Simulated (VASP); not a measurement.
AgBr:

```
Ag Br
1.0
     0.00000    2.87015    2.87015
     2.87015    0.00000    2.87015
     2.87015    2.87015    0.00000
Ag Br
1 1
Direct
  0.00000 0.00000 0.00000
  0.50000 0.50000 0.50000
```

| Quantity | Value |
| --- | --- |
| Program | VASP 6.6.1 |
| Task | relaxation of cell and atoms |
| Functional | PBEsol |
| Potentials or basis | VASP PAW PBE potentials, release 64 (Ag, Br) |
| Cutoff | 500 eV |
| k mesh | 10 × 10 × 10 |
| Occupations | gaussian, width 0.02 eV |
| Spin | no spin polarisation |

At the start: pressure -1.7 GPa; volume 23.64 Å³/atom.

Q: Where does the relaxation end?

A: Over 3 steps the energy falls by 4.5 meV/atom and the volume is 22.82 Å³/atom (-3.5 %); space group Fm-3m (No. 225, to 0.05 Å).

The path:
```tsv
step	energy change (eV)	largest force (eV/Å)	pressure (GPa)	volume (Å³)
1	0.0000	0.0000	-1.69	47.29
2	-0.0090	0.0000	0.04	45.60
3	-0.0090	0.0000	0.00	45.64
```

Final structure:
```yaml
crystal:
  lattice:
    - [0.00000, 2.83638, 2.83638]
    - [2.83638, 0.00000, 2.83638]
    - [2.83638, 2.83638, 0.00000]
  atoms:
    - { symbol: Ag, position: [0.00000, 0.00000, 0.00000] }
    - { symbol: Br, position: [0.50000, 0.50000, 0.50000] }
```

Caveat: the PAW data sets were made with another functional, which shifts forces and pressure a little.
